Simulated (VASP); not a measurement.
# CaO (F-43m) in VASP: a series of runs, part 2 of 2

VASP 6.6.1. The steps go on from the part before.

## Step 3: Single point, PBE

Input file INCAR:

```
PREC = Accurate
ENCUT = 520
EDIFF = 1E-7
ISMEAR = 0
SIGMA = 0.01
LREAL = False
LASPH = True
NELM = 100
ALGO = Normal
ISIF = 2
LWAVE = False
LCHARG = False
GGA = PE
NBANDS = 15
```

Input file KPOINTS:

```
Automatic mesh
0
Gamma
  6 6 6
```

Input file POSCAR:

```
CaO
1.0
    0.0000000000      2.6067317366      2.6067317366
    2.6067317366      0.0000000000      2.6067317366
    2.6067317366      2.6067317366      0.0000000000
Ca O
1 1
Direct
    0.0000000000      0.0000000000      0.0000000000
    0.2500000000      0.2500000000      0.2500000000
```

Potentials or basis: VASP PAW PBE potentials, release 64 (Ca_sv, O).

Started as:

```console
> cat potpaw_PBE.64/Ca_sv/POTCAR potpaw_PBE.64/O/POTCAR > POTCAR
> mpirun -np 1 vasp_std > vasp.out
```

It took 5.7 s on 1 thread of Intel Xeon 6975P-C (Granite Rapids), shared host; peak memory 0.15 GiB.

It converged, with:

- Free energy: -12.4386 eV
- Pressure: 1.8 GPa
- Band gap on the k mesh: 3.33 eV, indirect (least direct gap 3.95 eV)

Levels at points of the mesh, in eV from the valence-band top:
```
           k point  band 5  band 6  band 7  band 8  band 9  band 10  band 11  band 12
(0.00, 0.00, 0.00)  -14.79   -0.62   -0.62   -0.62    3.33     7.97     7.97     9.60
(0.50, 0.00, 0.00)  -14.14   -0.99   -0.36   -0.36    6.14     7.88     7.88     8.23
(0.50, 0.50, 0.00)  -13.94   -1.43    0.00    0.00    4.94     6.63     9.01     9.34
```

A k mesh can miss the band edges. PBE gaps usually lie below the measured ones, often by a third to a half.

## Step 4: Single point, PBE

Input file INCAR:

```
PREC = Accurate
ENCUT = 520
EDIFF = 1E-7
ISMEAR = 0
SIGMA = 0.01
LREAL = F
LASPH = T
NELM = 60
ALGO = Normal
ISIF = 2
LWAVE = F
LCHARG = F
GGA = PE
NBANDS = 15
```

Input file KPOINTS:

```
Automatic mesh
0
Gamma
  8 8 8
```

POSCAR is that of step 3.

Potentials or basis: VASP PAW PBE potentials, release 64 (Ca_sv, O).

Started as:

```console
> cat potpaw_PBE.64/Ca_sv/POTCAR potpaw_PBE.64/O/POTCAR > POTCAR
> mpirun -np 1 vasp_std > vasp.out
```

OUTCAR:

```text
PREC = Accurate
   ENCUT = 520
   EDIFF = 1E-7
   ISMEAR = 0
   LREAL = F
   LASPH = T
   NELM = 60
   ISIF = 2
   GGA = PE

 ion  position               nearest neighbor table
   1  0.000  0.000  0.000-   2 2.26   2 2.26   2 2.26   2 2.26
   2  0.250  0.250  0.250-   1 2.26   1 2.26   1 2.26   1 2.26

  LATTYP: Found a face centered cubic cell.
 ALAT       =     5.2134634732

  Lattice vectors:

 A1 = (   0.0000000000,   2.6067317366,   2.6067317366)
 A2 = (   2.6067317366,   0.0000000000,   2.6067317366)
 A3 = (   2.6067317366,   2.6067317366,   0.0000000000)

Analysis of symmetry for initial positions (statically):
=====================================================================
 Subroutine PRICEL returns:
 Original cell was already a primitive cell.

 Routine SETGRP: Setting up the symmetry group for a
 face centered cubic supercell.

 Subroutine GETGRP returns: Found 24 space group operations
 (whereof 24 operations were pure point group operations)
 out of a pool of 48 trial point group operations.

The static configuration has the point symmetry T_d .

Analysis of symmetry for dynamics (positions and initial velocities):
[... 168 lines left out ...]
      1     -36.6682      2.00000
      2     -17.6082      2.00000
      3     -17.6082      2.00000
      4     -17.6082      2.00000
      5     -14.3120      2.00000
      6      -0.1442      2.00000
      7      -0.1442      2.00000
      8      -0.1442      2.00000
      9       3.8074      0.00000
     10       8.4531      0.00000
     11       8.4531      0.00000
     12      10.0847      0.00000
     13      10.0847      0.00000
     14      10.0847      0.00000
[... 401 lines left out ...]
      2     -18.2879      2.00000
      3     -17.7816      2.00000
      4     -17.6934      2.00000
      5     -13.5462      2.00000
      6      -0.3560      2.00000
      7      -0.0681      2.00000
      8       0.2723      2.00000
      9       5.9927      0.00000
     10       7.3853      0.00000
     11       8.5020      0.00000
     12       9.8588      0.00000
     13      10.0558      0.00000
     14      11.0351      0.00000
     15      12.7131      0.00000

 [... further k-points ...]
[... 5 lines left out ...]
  --------------------------------------------------------------------------------------
  -------------------------------------------------------------------------------------
  Total        0.4072989      0.4072989      0.4072989      0.0000000      0.0000000      0.0000000
  in kB       18.4206419     18.4206419     18.4206419      0.0000000      0.0000000      0.0000000
  external PRESSURE =      18.4206419 kB  Pullay stress =       0.0000000 kB

 VOLUME and BASIS-vectors are now :
 -----------------------------------------------------------------------------
  energy-cutoff  :      520.00
  volume of cell :       35.43
      direct lattice vectors                 reciprocal lattice vectors
     0.000000000  2.606731737  2.606731737    -0.191811069  0.191811069  0.191811069
     2.606731737  0.000000000  2.606731737     0.191811069 -0.191811069  0.191811069
     2.606731737  2.606731737  0.000000000     0.191811069  0.191811069 -0.191811069

 POSITION                                       TOTAL-FORCE (eV/Angst)
 -----------------------------------------------------------------------------------
      0.00000      0.00000      0.00000         0.000000      0.000000      0.000000
      1.30337      1.30337      1.30337        -0.000000     -0.000000     -0.000000
 -----------------------------------------------------------------------------------
    total drift:                               -0.000000     -0.000000     -0.000000

  FREE ENERGIE OF THE ION-ELECTRON SYSTEM (eV)
  ---------------------------------------------------
  free  energy   TOTEN  =       -12.4386706921 eV

  energy  without entropy=      -12.4386706921  energy(sigma->0) =      -12.43867069
```

OSZICAR:

```text
N       E                     dE             d eps       ncg     rms          rms(c)
DAV:   1     0.128768778265E+03    0.12877E+03   -0.82628E+03   870   0.106E+03
DAV:   2    -0.901907399629E+01   -0.13779E+03   -0.12662E+03  1080   0.281E+02
DAV:   3    -0.148697671151E+02   -0.58507E+01   -0.58086E+01  1024   0.618E+01
DAV:   4    -0.150716935359E+02   -0.20193E+00   -0.20182E+00  1270   0.974E+00
DAV:   5    -0.150726860656E+02   -0.99253E-03   -0.99248E-03  1031   0.854E-01    0.972E+00
DAV:   6    -0.125520713048E+02    0.25206E+01   -0.85185E+00   954   0.253E+01    0.418E+00
DAV:   7    -0.124488576796E+02    0.10321E+00   -0.84135E-01   960   0.845E+00    0.200E+00
DAV:   8    -0.124378950518E+02    0.10963E-01   -0.13739E-01  1108   0.380E+00    0.477E-01
DAV:   9    -0.124366962743E+02    0.11988E-02   -0.10042E-02  1015   0.904E-01    0.168E-01
DAV:  10    -0.124385502770E+02   -0.18540E-02   -0.16015E-03   926   0.322E-01    0.567E-02
DAV:  11    -0.124386861567E+02   -0.13588E-03   -0.76719E-04  1046   0.187E-01    0.368E-02
DAV:  12    -0.124386708114E+02    0.15345E-04   -0.90143E-05  1101   0.105E-01    0.548E-03
DAV:  13    -0.124386702003E+02    0.61107E-06   -0.53379E-06   990   0.287E-02    0.155E-03
DAV:  14    -0.124386706672E+02   -0.46684E-06   -0.10653E-06   926   0.749E-03    0.641E-04
DAV:  15    -0.124386706921E+02   -0.24909E-07   -0.46533E-08   939   0.250E-03
   1 F= -.12438671E+02 E0= -.12438671E+02  d E =-.318215E-11
```

Run time: 8.7 s. Hardware: 1 thread of Intel Xeon 6975P-C (Granite Rapids), shared host; peak memory 0.16 GiB.

Results:

| Quantity | Value |
| --- | --- |
| Free energy | -12.4387 eV |
| Pressure | 1.8 GPa |
| Band gap on the k mesh | 3.33 eV, indirect (least direct gap 3.95 eV) |

A k mesh can miss the band edges.

## Step 5: Single point, r2SCAN

POSCAR is that of step 4.

Input file INCAR.step1:

```
SYSTEM = CaO
PREC     = Accurate       ! precision mode
ENCUT    = 520            ! plane-wave cutoff, eV
ISMEAR   = 0              ! smearing method
SIGMA    = 0.01           ! smearing width, eV
LREAL    = .FALSE.        ! projectors in reciprocal space
LASPH    = .TRUE.         ! aspherical terms in the spheres
NELM     = 100            ! most SCF steps
NBANDS   = 15             ! bands
GGA      = PE             ! functional
ALGO     = Normal         ! electronic algorithm
EDIFF    = 1E-4           ! SCF threshold, eV
LWAVE    = .TRUE.         ! write WAVECAR
LCHARG   = .FALSE.        ! write CHGCAR
```

Input file INCAR.step2:

```
SYSTEM = CaO
PREC     = Accurate       ! precision mode
ENCUT    = 520            ! plane-wave cutoff, eV
EDIFF    = 1E-6           ! SCF threshold, eV
ISMEAR   = 0              ! smearing method
SIGMA    = 0.01           ! smearing width, eV
LREAL    = .FALSE.        ! projectors in reciprocal space
LASPH    = .TRUE.         ! aspherical terms in the spheres
NELM     = 100            ! most SCF steps
ALGO     = Normal         ! electronic algorithm
ISIF     = 2              ! what is computed and relaxed
LWAVE    = .FALSE.        ! write WAVECAR
LCHARG   = .FALSE.        ! write CHGCAR
METAGGA  = R2SCAN         ! meta-GGA
LMIXTAU  = .TRUE.       
NBANDS   = 15             ! bands
ISTART   = 1
```

Input file KPOINTS:

```
regular mesh
0
G
  6 6 6
  0 0 0
```

Started as:

```console
> cat potpaw_PBE.64/Ca_sv/POTCAR potpaw_PBE.64/O/POTCAR > POTCAR
> cp INCAR.step1 INCAR
> mpirun -np 1 vasp_std > vasp.out
> cp INCAR.step2 INCAR
> mpirun -np 1 vasp_std > vasp.out
```

Run time: 22 s. Hardware: 1 thread of Intel Xeon 6975P-C (Granite Rapids), shared host; peak memory 0.16 GiB.

The run converged. Its results:

```
Free energy            : -18.9402 eV
Pressure               : 0.9 GPa
Band gap on the k mesh : 3.73 eV, indirect (least direct gap 4.36 eV)
```

Levels at points of the mesh, in eV from the valence-band top:
| k point | band 5 | band 6 | band 7 | band 8 | band 9 | band 10 | band 11 | band 12 |
| --- | --- | --- | --- | --- | --- | --- | --- | --- |
| (0.00, 0.00, 0.00) | -15.75 | -0.62 | -0.62 | -0.62 | 3.73 | 8.65 | 8.65 | 10.29 |
| (0.50, 0.00, 0.00) | -15.03 | -0.99 | -0.36 | -0.36 | 6.58 | 8.53 | 8.53 | 8.82 |
| (0.50, 0.50, 0.00) | -14.81 | -1.42 | 0.00 | 0.00 | 5.34 | 7.22 | 9.74 | 10.04 |

Caveat: the PAW data sets were made with another functional, which shifts forces and pressure a little. A k mesh can miss the band edges.

## Step 6: Summary

```csv
level,k mesh,gap on the mesh (eV),pressure (GPa)
PBE,6 × 6 × 6,3.33,1.8
PBE,8 × 8 × 8,3.33,1.8
r2SCAN,6 × 6 × 6,3.73,0.9
```

Alike in all rows: task single point; potentials or basis VASP PAW PBE potentials, release 64 (Ca_sv, O); no spin polarisation; cell as given; cutoff (eV) 520; smearing gaussian 0.01 eV.

On the cell as given the gap runs from 3.33 eV (PBE) to 3.73 eV (r2SCAN); the meshes differ, which moves gaps too. The pressure there spans 0.9 GPa (r2SCAN) to 1.8 GPa (PBE); a positive pressure means that this level wants a larger cell, a negative one a smaller.

Caveats: the PAW data sets were made with another functional, which shifts forces and pressure a little (some runs).

Total energies depend on the potentials used, so only differences within one code and one set of settings carry meaning.
